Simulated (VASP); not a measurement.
# PbS in VASP: a series of runs

PbS is run at these levels: PBE+D3(BJ); tasks: single point.

All numbers are computed with VASP 6.6.1; they aren't measurements. Logs are shortened: lines on timing, memory, paths and dates and some standing lists are left out, and cuts for length are marked.

**1. The cell of the first run**

Symmetry: Pm-3m, No. 221, cubic system. Conventional cell: a = 3.314 Å, b = 3.314 Å, c = 3.314 Å, α = 90.00°, β = 90.00°, γ = 90.00°. Pb (site symmetry m-3m) has 8 S at 2.87 Å and 6 Pb at 3.31 Å within 3.8 Å. S (site symmetry m-3m) has 8 Pb at 2.87 Å and 6 S at 3.31 Å within 3.8 Å.

**2. Single point, PBE+D3(BJ) (strain -0.080 along x and y, -0.080 along z)**

File INCAR:

```
SYSTEM = PbS
PREC = Accurate
ENCUT = 520
EDIFF = 1E-6
ISMEAR = 0
SIGMA = 0.15
LREAL = .FALSE.
LASPH = .TRUE.
NELM = 80
ALGO = Normal
ISIF = 2
LWAVE = .FALSE.
LCHARG = .TRUE.
GGA = PE
IVDW = 12
LELF = .TRUE.
LVHAR = .TRUE.
NBANDS = 17
```

File KPOINTS:

```
Automatic mesh
0
G
  16 16 16
  0 0 0
```

File POSCAR:

```
PbS
1.0
    3.3136025960      0.0000000000      0.0000000000
    0.0000000000      3.3136025960      0.0000000000
    0.0000000000      0.0000000000      3.3136025960
Pb S
1 1
Direct
    0.0000000000      0.0000000000      0.0000000000
    0.5000000000      0.5000000000      0.5000000000
```

Potentials or basis: VASP PAW PBE potentials, release 64 (Pb_d, S).

The run is started by

```
$ cat potpaw_PBE.64/Pb_d/POTCAR potpaw_PBE.64/S/POTCAR > POTCAR
$ mpirun -np 1 vasp_std > vasp.out
```

OUTCAR:

```text
SYSTEM = PbS
   PREC = Accurate
   ENCUT = 520
   EDIFF = 1E-6
   ISMEAR = 0
   LREAL = .FALSE.
   LASPH = .TRUE.
   NELM = 80
   ISIF = 2
   GGA = PE
   IVDW = 12
 IVDW          = 12

 ion  position               nearest neighbor table
   1  0.000  0.000  0.000-   2 2.87   2 2.87   2 2.87   2 2.87   2 2.87   2 2.87   2 2.87   2 2.87

   2  0.500  0.500  0.500-   1 2.87   1 2.87   1 2.87   1 2.87   1 2.87   1 2.87   1 2.87   1 2.87

  LATTYP: Found a simple cubic cell.
 ALAT       =     3.3136025960

  Lattice vectors:

 A1 = (   3.3136025960,   0.0000000000,   0.0000000000)
 A2 = (   0.0000000000,   3.3136025960,   0.0000000000)
 A3 = (   0.0000000000,   0.0000000000,   3.3136025960)

Analysis of symmetry for initial positions (statically):
=====================================================================
 Subroutine PRICEL returns:
 Original cell was already a primitive cell.

 Routine SETGRP: Setting up the symmetry group for a
 simple cubic supercell.

 Subroutine GETGRP returns: Found 48 space group operations
 (whereof 48 operations were pure point group operations)
 out of a pool of 48 trial point group operations.

The static configuration has the point symmetry O_h .

Analysis of symmetry for dynamics (positions and initial velocities):
=====================================================================
 Subroutine PRICEL returns:
 Original cell was already a primitive cell.

 Routine SETGRP: Setting up the symmetry group for a
 simple cubic supercell.

 Subroutine GETGRP returns: Found 48 space group operations
 (whereof 48 operations were pure point group operations)
 out of a pool of 48 trial point group operations.

The dynamic configuration has the point symmetry O_h .

 Subroutine INISYM returns: Found 48 space group operations
 (whereof 48 operations are pure point group operations),
 and found     1 'primitive' translations

----------------------------------------------------------------------------------------

                                     Primitive cell

  volume of cell :      36.3832

  direct lattice vectors                    reciprocal lattice vectors
     3.313602596  0.000000000  0.000000000     0.301786340  0.000000000  0.000000000
     0.000000000  3.313602596  0.000000000     0.000000000  0.301786340  0.000000000
     0.000000000  0.000000000  3.313602596     0.000000000  0.000000000  0.301786340

  length of vectors
     3.313602596  3.313602596  3.313602596     0.301786340  0.301786340  0.301786340

  position of ions in fractional coordinates (direct lattice)
     0.000000000  0.000000000  0.000000000
     0.500000000  0.500000000  0.500000000

  ion indices of the primitive-cell ions
   primitive index   ion index
                 1           1
                 2           2

----------------------------------------------------------------------------------------

 KPOINTS: Automatic mesh

Automatic generation of k-mesh.
 Grid dimensions read from file:
 generate k-points for:   16   16   16

 Generating k-lattice:

  Cartesian coordinates                     Fractional coordinates (reciprocal lattice)
     0.018861646  0.000000000  0.000000000     0.062500000  0.000000000  0.000000000
     0.000000000  0.018861646  0.000000000     0.000000000  0.062500000  0.000000000
     0.000000000  0.000000000  0.018861646     0.000000000  0.000000000  0.062500000

  Length of vectors
     0.018861646  0.018861646  0.018861646

  Shift w.r.t. Gamma in fractional coordinates (k-lattice)
     0.000000000  0.000000000  0.000000000

 Subroutine IBZKPT returns following result:
 ===========================================

 Found    165 irreducible k-points:

 Following reciprocal coordinates:
            Coordinates               Weight
  0.000000  0.000000  0.000000      1.000000
  0.062500  0.000000  0.000000      6.000000
  0.125000  0.000000  0.000000      6.000000
  0.187500  0.000000  0.000000      6.000000
  0.250000  0.000000  0.000000      6.000000
  0.312500  0.000000  0.000000      6.000000
[... 16 lines left out ...]
  0.437500  0.125000  0.000000     24.000000
  0.500000  0.125000  0.000000     12.000000
 [... further k-points ...]
   k-points           NKPTS =    165   k-points in BZ     NKDIM =    165   number of bands    NBANDS=     17
   number of dos      NEDOS =    301   number of ions     NIONS =      2
   total plane-waves  NPLWV =  21952
   dimension x,y,z NGX =    28 NGY =   28 NGZ =   28
   dimension x,y,z NGXF=    56 NGYF=   56 NGZF=   56
   ions per type =               1   1
   NGX,Y,Z   is equivalent  to a cutoff of  14.05, 14.05, 14.05 a.u.
   NGXF,Y,Z  is equivalent  to a cutoff of  28.10, 28.10, 28.10 a.u.
 SYSTEM =  PbS
   PREC   = accura    normal or accurate (medium, high low for compatibility)
   ISTART =      0    job   : 0-new  1-cont  2-samecut
   ICHARG =      2    charge: 1-file 2-atom 10-const
   ISPIN  =      1    spin polarized calculation?
   LNONCOLLINEAR =      F non collinear calculations
   LSORBIT =      F    spin-orbit coupling
   LASPH  =      T    aspherical Exc in radial PAW
   ENCUT  =  520.0 eV  38.22 Ry    6.18 a.u.   6.16  6.16  6.16*2*pi/ulx,y,z
   NELM   =     80;   NELMIN=  2; NELMDL= -5     # of ELM steps
   EDIFF  = 0.1E-05   stopping-criterion for ELM
   LREAL  =      F    real-space projection
   EDIFFG = 0.1E-04   stopping-criterion for IOM
   NSW    =      0    number of steps for IOM
   IBRION =     -1    ionic relax: 0-MD 1-quasi-New 2-CG
   NFREE  =      0    steps in history (QN), initial steepest desc. (CG)
   ISIF   =      2    stress and relaxation
   ISYM   =      2    0-nonsym 1-usesym 2-fastsym
   POTIM  = 0.5000    time-step for ionic-motion
   TEBEG  =    0.0;   TEEND  =   0.0 temperature during run
   PSTRESS=    0.0 pullay stress
   NELECT =      20.0000    total number of electrons
   NUPDOWN=      -1.0000    fix difference up-down
   EMIN   =  10.00;   EMAX   =-10.00  energy-range for DOS
   EFERMI =   0.00;   METHOD = LEGACY
   ISMEAR =     0;   SIGMA  =   0.15  broadening in eV -4-tet -1-fermi 0-gaus
   EFERMI_NEDOS =   21; number of points for ismear=-14 and -15
   IALGO  =     38    algorithm
   IMIX   =      4    mixing-type and parameters
     AMIX     =   0.40;   BMIX     =  1.00
     AMIX_MAG =   1.60;   BMIX_MAG =  1.00
  volume/ion in A,a.u.               =      18.19       122.76
  Fermi-wavevector in a.u.,A,eV,Ry     =   1.341069  2.534253 24.469611  1.798466
  Thomas-Fermi vector in A             =   2.469332
   LORBIT       =      0    0 simple, 1 ext, 2 COOP (PROOUT), +10 PAW based schemes
   GGA     = PE    functional components
   LHFCALC =     F    Hartree Fock is set to
   AEXX    =    0.0000 exact exchange contribution
   IVDW    =    12    specifies the selected vdW correction
   LEPSILON=     F    determine dielectric tensor
   LRPA    =     F    only Hartree local field effects (RPA)
 non-spin polarized calculation
 Gauss-broadening in eV      SIGMA  =   0.15
  energy-cutoff  :      520.00
  volume of cell :       36.38
 maximum number of plane-waves:       996
 NGX is ok and might be reduce to    28
   NGX = 13   NGY = 13   NGZ = 13

 number of electron      19.9999997 magnetization

 Free energy of the ion-electron system (eV)
  ---------------------------------------------------
  ext. energy  EPLUGINS =         0.00000000
  ---------------------------------------------------
  free energy    TOTEN  =        -7.37010841 eV

  energy without entropy =       -7.35966942  energy(sigma->0) =       -7.36488892

 E-fermi :  10.1577     XC(G=0): -11.6626

 val. band max:       10.1538098276   @ k =   0.4375   0.4375   0.3125
 cond. band min:      10.1685591280   @ k =   0.5000   0.4375   0.3125
 fundamental gap:      0.0147493004
 Fermi energy:        10.1576549928

 k-point     1 :       0.0000    0.0000    0.0000
  band No.  band energies     occupation
      1      -7.1301      2.00000
      2      -7.1301      2.00000
      3      -6.6322      2.00000
      4      -6.6322      2.00000
      5      -6.6322      2.00000
      6      -5.6543      2.00000
[... 9 lines left out ...]
     16      23.6284      0.00000
     17      23.6284      0.00000

 k-point     2 :       0.0625    0.0000    0.0000
  band No.  band energies     occupation
      1      -7.1288      2.00000
      2      -7.1164      2.00000
      3      -6.6387      2.00000
      4      -6.6387      2.00000
      5      -6.6315      2.00000
      6      -5.6056      2.00000
[... 9 lines left out ...]
     16      23.5876      0.00000
     17      23.5998      0.00000

 k-point     3 :       0.1250    0.0000    0.0000
  band No.  band energies     occupation
      1      -7.1251      2.00000
      2      -7.0777      2.00000
      3      -6.6573      2.00000
      4      -6.6573      2.00000
      5      -6.6297      2.00000
      6      -5.4600      2.00000
[... 9 lines left out ...]
     16      23.5390      0.00000
     17      23.6347      0.00000

 k-point     4 :       0.1875    0.0000    0.0000
  band No.  band energies     occupation
      1      -7.1194      2.00000
      2      -7.0210      2.00000
      3      -6.6849      2.00000
      4      -6.6849      2.00000
      5      -6.6268      2.00000
      6      -5.2197      2.00000
[... 9 lines left out ...]
     16      23.0513      0.00000
     17      23.4415      0.00000

 k-point     5 :       0.2500    0.0000    0.0000
  band No.  band energies     occupation
      1      -7.1127      2.00000
      2      -6.9558      2.00000
      3      -6.7170      2.00000
      4      -6.7170      2.00000
      5      -6.6235      2.00000
      6      -4.8919      2.00000
[... 9 lines left out ...]
     16      22.1877      0.00000
     17      23.3289      0.00000

 k-point     6 :       0.3125    0.0000    0.0000
  band No.  band energies     occupation
      1      -7.1060      2.00000
      2      -6.8918      2.00000
      3      -6.7489      2.00000
      4      -6.7489      2.00000
      5      -6.6201      2.00000
      6      -4.4935      2.00000
[... 9 lines left out ...]
     16      21.4649      0.00000
     17      23.2196      0.00000

 k-point     7 :       0.3750    0.0000    0.0000
  band No.  band energies     occupation
      1      -7.1004      2.00000
      2      -6.8384      2.00000
      3      -6.7757      2.00000
      4      -6.7757      2.00000
      5      -6.6173      2.00000
      6      -4.0623      2.00000
[... 9 lines left out ...]
     16      22.5861      0.00000
     17      23.1290      0.00000

 k-point     8 :       0.4375    0.0000    0.0000
  band No.  band energies     occupation
      1      -7.0966      2.00000
      2      -6.8030      2.00000
      3      -6.7935      2.00000
      4      -6.7935      2.00000
      5      -6.6154      2.00000
      6      -3.6829      2.00000
[... 9 lines left out ...]
     16      23.0695      0.00000
     17      24.2978      0.00000
[... 203 lines left out ...]
      1      -7.0853      2.00000
      2      -6.9935      2.00000
      3      -6.7347      2.00000
      4      -6.6818      2.00000
      5      -6.6504      2.00000
      6      -5.0068      2.00000
[... 9 lines left out ...]
     16      21.9964      0.00000
     17      22.7839      0.00000

 k-point    20 :       0.2500    0.1250    0.0000
  band No.  band energies     occupation
      1      -7.0766      2.00000
      2      -6.9278      2.00000
      3      -6.7774      2.00000
      4      -6.7132      2.00000
      5      -6.6466      2.00000
      6      -4.6726      2.00000
[... 9 lines left out ...]
     16      21.9519      0.00000
     17      22.7323      0.00000

 k-point    21 :       0.3125    0.1250    0.0000
  band No.  band energies     occupation
      1      -7.0689      2.00000
      2      -6.8624      2.00000
      3      -6.8175      2.00000
      4      -6.7444      2.00000
      5      -6.6428      2.00000
      6      -4.2703      2.00000
[... 9 lines left out ...]
     16      22.0350      0.00000
     17      22.3890      0.00000

 k-point    22 :       0.3750    0.1250    0.0000
  band No.  band energies     occupation
      1      -7.0628      2.00000
      2      -6.8509      2.00000
      3      -6.8068      2.00000
      4      -6.7706      2.00000
      5      -6.6395      2.00000
      6      -3.8376      2.00000
[... 9 lines left out ...]
     16      22.1590      0.00000
     17      22.7575      0.00000

 k-point    23 :       0.4375    0.1250    0.0000
  band No.  band energies     occupation
      1      -7.0587      2.00000
      2      -6.8721      2.00000
      3      -6.7880      2.00000
      4      -6.7705      2.00000
      5      -6.6373      2.00000
      6      -3.4586      2.00000
[... 9 lines left out ...]
     16      22.2592      0.00000
     17      24.2478      0.00000

 k-point    24 :       0.5000    0.1250    0.0000
  band No.  band energies     occupation
      1      -7.0573      2.00000
      2      -6.8794      2.00000
      3      -6.7941      2.00000
      4      -6.7578      2.00000
      5      -6.6365      2.00000
      6      -3.2938      2.00000
[... 9 lines left out ...]
     16      22.2968      0.00000
     17      24.9083      0.00000

 [... further k-points ...]

------------------------ aborting loop because EDIFF is reached ----------------------------------------

 Edisp (eV)   -0.99976

 E8    (eV) :    -0.4474

  FORCE on cell =-STRESS in cart. coord.  units (eV):
  Direction    XX          YY          ZZ          XY          YZ          ZX
  --------------------------------------------------------------------------------------
  -------------------------------------------------------------------------------------
  Total       5.70211     5.70211     5.70211     0.00000    -0.00000     0.00000
  in kB     251.09914   251.09914   251.09914     0.00000    -0.00000     0.00000
  external pressure =      251.10 kB  Pullay stress =        0.00 kB

 VOLUME and BASIS-vectors are now :
 -----------------------------------------------------------------------------
  energy-cutoff  :      520.00
  volume of cell :       36.38
      direct lattice vectors                 reciprocal lattice vectors
     3.313602596  0.000000000  0.000000000     0.301786340  0.000000000  0.000000000
     0.000000000  3.313602596  0.000000000     0.000000000  0.301786340  0.000000000
     0.000000000  0.000000000  3.313602596     0.000000000  0.000000000  0.301786340

 POSITION                                       TOTAL-FORCE (eV/Angst)
 -----------------------------------------------------------------------------------
      0.00000      0.00000      0.00000         0.000000      0.000000      0.000000
      1.65680      1.65680      1.65680         0.000000      0.000000      0.000000
 -----------------------------------------------------------------------------------
    total drift:                               -0.000000      0.000000      0.000000

  FREE ENERGIE OF THE ION-ELECTRON SYSTEM (eV)
  ---------------------------------------------------
  free  energy   TOTEN  =        -8.3698704562 eV

  energy  without entropy=       -8.3594314713  energy(sigma->0) =       -8.36465096
```

Wall time 38 s (1 thread of Intel Xeon 6975P-C (Granite Rapids), shared host); peak memory 0.24 GiB.

Results:

| Quantity | Value |
| --- | --- |
| Free energy | -8.3699 eV |
| Pressure | 25.1 GPa |
| Band gap on the k mesh | zero (bands 10 and 11 overlap by 2.25 eV) |
| Dispersion energy per atom | -0.500 eV |

Caveat: the cell differs from its parent crystal (strain -0.080 along x and y, -0.080 along z); the cell stands under pressure; spin-orbit coupling is left out, which moves the levels of the heavy elements.

[end of part 1 of 2]
